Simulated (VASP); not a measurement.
# Ta (Im-3m) in VASP: a series of runs

The runs below take Ta through relaxation of cell and atoms, single point, with PBE.

Program: VASP 6.6.1. These are calculated values, not measurements. Logs are shortened: lines on timing, memory, paths and dates and some standing lists are left out, and cuts for length are marked.

## 1. The cell of the first run

The structure is cubic, space group Im-3m (No. 229). The conventional cell has a = 3.257 Å, b = 3.257 Å, c = 3.257 Å, α = 90.00°, β = 90.00°, γ = 90.00°. Ta (site symmetry m-3m) has 14 Ta at 2.82 to 3.26 Å within 3.7 Å.

## 2. Relaxation of cell and atoms, PBE, target pressure 10.6 GPa, at which the enthalpy is minimised

The input, INCAR:

```
PREC = Accurate ; ENCUT = 600
EDIFF = 1E-6 ; ISMEAR = -1
SIGMA = 0.1 ; LREAL = F
LASPH = T ; NELM = 80
ALGO = Normal ; ISIF = 3
LWAVE = F ; LCHARG = F
GGA = PE ; IBRION = 2
NSW = 80 ; EDIFFG = -0.002
PSTRESS = 106.0
```

The input, KPOINTS:

```
regular mesh
0
Gamma
  18 18 18
```

The input, POSCAR:

```
Ta
1.0
   -1.6283441404      1.6283441404      1.6283441404
    1.6283441404     -1.6283441404      1.6283441404
    1.6283441404      1.6283441404     -1.6283441404
Ta
1
Direct
    0.0000000000      0.0000000000      0.0000000000
```

Potentials or basis: VASP PAW PBE potentials, release 64 (Ta_pv).

On the command line:

```bash
> cat potpaw_PBE.64/Ta_pv/POTCAR > POTCAR
> mpirun -np 1 vasp_std > vasp.out
```

OUTCAR:

```text
PREC = Accurate
   ENCUT = 600
   EDIFF = 1E-6
   ISMEAR = -1
   LREAL = F
   LASPH = T
   NELM = 80
   ISIF = 3
   GGA = PE
   IBRION = 2
   NSW = 80
   EDIFFG = -0.002
   PSTRESS = 106.0

 ion  position               nearest neighbor table
   1  0.000  0.000  0.000-

  LATTYP: Found a body centered cubic cell.
 ALAT       =     3.2566882808

  Lattice vectors:

 A1 = (  -1.6283441404,   1.6283441404,   1.6283441404)
 A2 = (   1.6283441404,  -1.6283441404,   1.6283441404)
 A3 = (   1.6283441404,   1.6283441404,  -1.6283441404)

Analysis of symmetry for initial positions (statically):
=====================================================================
 Subroutine PRICEL returns:
 Original cell was already a primitive cell.

 Routine SETGRP: Setting up the symmetry group for a
 body centered cubic supercell.

 Subroutine GETGRP returns: Found 48 space group operations
 (whereof 48 operations were pure point group operations)
 out of a pool of 48 trial point group operations.

The static configuration has the point symmetry O_h .

Analysis of symmetry for dynamics (positions and initial velocities):
=====================================================================
 Subroutine PRICEL returns:
 Original cell was already a primitive cell.

 Routine SETGRP: Setting up the symmetry group for a
 body centered cubic supercell.

 Subroutine GETGRP returns: Found 48 space group operations
 (whereof 48 operations were pure point group operations)
 out of a pool of 48 trial point group operations.

The dynamic configuration has the point symmetry O_h .

 Subroutine INISYM returns: Found 48 space group operations
 (whereof 48 operations are pure point group operations),
 and found     1 'primitive' translations

----------------------------------------------------------------------------------------

                                     Primitive cell

  volume of cell :      17.2702

  direct lattice vectors                    reciprocal lattice vectors
    -1.628344140  1.628344140  1.628344140     0.000000000  0.307060398  0.307060398
     1.628344140 -1.628344140  1.628344140     0.307060398  0.000000000  0.307060398
     1.628344140  1.628344140 -1.628344140     0.307060398  0.307060398  0.000000000

  length of vectors
     2.820374783  2.820374783  2.820374783     0.434248979  0.434248979  0.434248979

  position of ions in fractional coordinates (direct lattice)
     0.000000000  0.000000000  0.000000000

  ion indices of the primitive-cell ions
   primitive index   ion index
                 1           1

----------------------------------------------------------------------------------------

 KPOINTS: regular mesh

Automatic generation of k-mesh.
 Grid dimensions read from file:
 generate k-points for:   18   18   18

 Generating k-lattice:

  Cartesian coordinates                     Fractional coordinates (reciprocal lattice)
     0.000000000  0.017058911  0.017058911     0.055555556  0.000000000  0.000000000
     0.017058911  0.000000000  0.017058911     0.000000000  0.055555556  0.000000000
     0.017058911  0.017058911  0.000000000     0.000000000  0.000000000  0.055555556

  Length of vectors
     0.024124943  0.024124943  0.024124943

  Shift w.r.t. Gamma in fractional coordinates (k-lattice)
     0.000000000  0.000000000  0.000000000

 Subroutine IBZKPT returns following result:
 ===========================================

 Found    195 irreducible k-points:

 Following reciprocal coordinates:
            Coordinates               Weight
  0.000000  0.000000  0.000000      1.000000
  0.055556  0.000000  0.000000     12.000000
  0.111111  0.000000  0.000000     12.000000
  0.166667  0.000000  0.000000     12.000000
  0.222222  0.000000  0.000000     12.000000
  0.277778  0.000000  0.000000     12.000000
[... 16 lines left out ...]
  0.333333  0.111111  0.000000     48.000000
  0.388889  0.111111  0.000000     48.000000
 [... further k-points ...]
   k-points           NKPTS =    195   k-points in BZ     NKDIM =    195   number of bands    NBANDS=      9
   number of dos      NEDOS =    301   number of ions     NIONS =      1
   total plane-waves  NPLWV =  13824
   dimension x,y,z NGX =    24 NGY =   24 NGZ =   24
   dimension x,y,z NGXF=    48 NGYF=   48 NGZF=   48
   ions per type =               1
   NGX,Y,Z   is equivalent  to a cutoff of  14.15, 14.15, 14.15 a.u.
   NGXF,Y,Z  is equivalent  to a cutoff of  28.29, 28.29, 28.29 a.u.
 SYSTEM =  unknown system
   PREC   = accura    normal or accurate (medium, high low for compatibility)
   ISTART =      0    job   : 0-new  1-cont  2-samecut
   ICHARG =      2    charge: 1-file 2-atom 10-const
   ISPIN  =      1    spin polarized calculation?
   LNONCOLLINEAR =      F non collinear calculations
   LSORBIT =      F    spin-orbit coupling
   LASPH  =      T    aspherical Exc in radial PAW
   ENCUT  =  600.0 eV  44.10 Ry    6.64 a.u.   5.63  5.63  5.63*2*pi/ulx,y,z
   NELM   =     80;   NELMIN=  2; NELMDL= -5     # of ELM steps
   EDIFF  = 0.1E-05   stopping-criterion for ELM
   LREAL  =      F    real-space projection
   EDIFFG = -.2E-02   stopping-criterion for IOM
   NSW    =     80    number of steps for IOM
   IBRION =      2    ionic relax: 0-MD 1-quasi-New 2-CG
   NFREE  =      1    steps in history (QN), initial steepest desc. (CG)
   ISIF   =      3    stress and relaxation
   ISYM   =      2    0-nonsym 1-usesym 2-fastsym
   POTIM  = 0.5000    time-step for ionic-motion
   TEBEG  =    0.0;   TEEND  =   0.0 temperature during run
   PSTRESS=  106.0 pullay stress
   NELECT =      11.0000    total number of electrons
   NUPDOWN=      -1.0000    fix difference up-down
   EMIN   =  10.00;   EMAX   =-10.00  energy-range for DOS
   EFERMI =   0.00;   METHOD = LEGACY
   ISMEAR =    -1;   SIGMA  =   0.10  broadening in eV -4-tet -1-fermi 0-gaus
   EFERMI_NEDOS =   21; number of points for ismear=-14 and -15
   IALGO  =     38    algorithm
   IMIX   =      4    mixing-type and parameters
     AMIX     =   0.40;   BMIX     =  1.00
     AMIX_MAG =   1.60;   BMIX_MAG =  1.00
  volume/ion in A,a.u.               =      17.27       116.55
  Fermi-wavevector in a.u.,A,eV,Ry     =   1.408552  2.661777 26.994211  1.984019
  Thomas-Fermi vector in A             =   2.530698
   LORBIT       =      0    0 simple, 1 ext, 2 COOP (PROOUT), +10 PAW based schemes
   GGA     = PE    functional components
   LHFCALC =     F    Hartree Fock is set to
   AEXX    =    0.0000 exact exchange contribution
   IVDW    =     0    specifies the selected vdW correction
   LEPSILON=     F    determine dielectric tensor
   LRPA    =     F    only Hartree local field effects (RPA)
 conjugate gradient relaxation of ions
 non-spin polarized calculation
  energy-cutoff  :      600.00
  volume of cell :       17.27
 maximum number of plane-waves:       603
   NGX = 11   NGY = 11   NGZ = 11

--------------------------------------- Ionic step        1  -------------------------------------------

 number of electron      11.0000000 magnetization

 Free energy of the ion-electron system (eV)
  ---------------------------------------------------
  ext. energy  EPLUGINS =         0.00000000
  ---------------------------------------------------
  free energy    TOTEN  =       -11.79551767 eV

  energy without entropy =      -11.75505275  energy(sigma->0) =      -11.77528521

------------------------ aborting loop because EDIFF is reached ----------------------------------------

  FORCE on cell =-STRESS in cart. coord.  units (eV):
  Direction    XX          YY          ZZ          XY          YZ          ZX
  --------------------------------------------------------------------------------------
  -------------------------------------------------------------------------------------
  Total        1.3684901      1.3684901      1.3684901      0.0000000      0.0000000     -0.0000000
  in kB      126.9561276    126.9561276    126.9561276      0.0000000      0.0000000     -0.0000000
  external PRESSURE =      20.9561276 kB  Pullay stress =     106.0000000 kB
[... 59 lines left out ...]
  enthalpy is  TOTEN    =       -10.6468324436 eV   P V=        1.1803623191

--------------------------------------- Ionic step        3  -------------------------------------------

 number of electron      11.0000001 magnetization

 Free energy of the ion-electron system (eV)
  ---------------------------------------------------
  ext. energy  EPLUGINS =         0.00000000
  ---------------------------------------------------
  free energy    TOTEN  =       -11.80666514 eV

  energy without entropy =      -11.76567233  energy(sigma->0) =      -11.78616874

 E-fermi :   5.7736     XC(G=0): -12.7879

 val. band max:        5.7693749445   @ k =  -0.1667   0.2222   0.0556
 cond. band min:       5.7758274367   @ k =   0.1111   0.1111   0.0000
 fundamental gap:      0.0064524922
 Fermi energy:         5.7736021868

 k-point     1 :       0.0000    0.0000    0.0000
  band No.  band energies     occupation
      1     -27.1749      2.00000
      2     -27.1749      2.00000
      3     -27.1749      2.00000
      4      -2.2841      2.00000
      5       6.4947      0.00148
      6       6.4947      0.00148
      7       6.4947      0.00148
      8       9.8866      0.00000
      9       9.8866      0.00000
[... 265 lines left out ...]
 k-point    24 :       0.3889    0.1111    0.0000
  band No.  band energies     occupation
      1     -28.4024      2.00000
      2     -27.6315      2.00000
      3     -27.2418      2.00000
      4       1.6488      2.00000
      5       4.2488      2.00000
      6       6.5128      0.00123
      7       9.6473      0.00000
      8      11.0074      0.00000
      9      13.9849      0.00000

 [... further k-points ...]
[... 5 lines left out ...]
  --------------------------------------------------------------------------------------
  -------------------------------------------------------------------------------------
  Total        1.1517609      1.1517609      1.1517609      0.0000000     -0.0000000      0.0000000
  in kB      105.9079391    105.9079391    105.9079391      0.0000000     -0.0000000      0.0000000
  external PRESSURE =      -0.0920609 kB  Pullay stress =     106.0000000 kB
[... 16 lines left out ...]
  FREE ENERGIE OF THE ION-ELECTRON SYSTEM (eV)
  ---------------------------------------------------
  free  energy   TOTEN  =       -11.8066651420 eV

  energy  without entropy=      -11.7656723337  energy(sigma->0) =      -11.78616874

  enthalpy is  TOTEN    =       -10.6539030555 eV   P V=        1.1527620865

 reached required accuracy - stopping structural energy minimisation
```

It took 71 s on 1 thread of Intel Xeon 6975P-C, shared host; peak memory 0.18 GiB.

What came out:

* Free energy: -11.8067 eV
* Relaxed volume: 17.42 Å³/atom
* Relaxed cell: a = 2.829 Å, b = 2.829 Å, c = 2.829 Å, α = 109.47°, β = 109.47°, γ = 109.47°
* Space group after relaxing (to 0.05 Å): Im-3m (No. 229)
* Energy change on relaxing (the enthalpy is what falls): -11.1 meV/atom
* Ionic steps: 3
* Pressure after relaxing: 10.6 GPa

The path:
```csv
step,energy change (eV),largest force (eV/Å),pressure (GPa),volume (Å³)
1,0.0000,0.0000,12.70,17.27
2,-0.0317,0.0000,5.29,17.84
3,-0.0111,0.0000,10.59,17.42
```

Final structure:
```yaml
crystal:
  lattice:
    - [-1.63316, 1.63316, 1.63316]
    - [1.63316, -1.63316, 1.63316]
    - [1.63316, 1.63316, -1.63316]
  atoms:
    - { symbol: Ta, position: [0.00000, 0.00000, 0.00000] }
```

Levels at points of the mesh, in eV from the Fermi level:
```csv
k point,band 2,band 3,band 4,band 5,band 6,band 7,band 8,band 9
"(0.00, 0.00, 0.00)",-32.95,-32.95,-8.06,0.72,0.72,0.72,4.11,4.11
"(0.50, 0.00, 0.00)",-33.37,-32.96,-4.54,-1.66,1.73,4.02,5.08,8.12
"(0.50, 0.50, 0.50)",-33.86,-33.86,-4.02,-4.02,7.10,7.10,7.10,8.95
```

Caveat: the cell is relaxed towards a set pressure, so the enthalpy falls and the energy may rise; spin-orbit coupling is left out, which moves the levels of the heavy elements.

(Continued in part 2 of 2.)
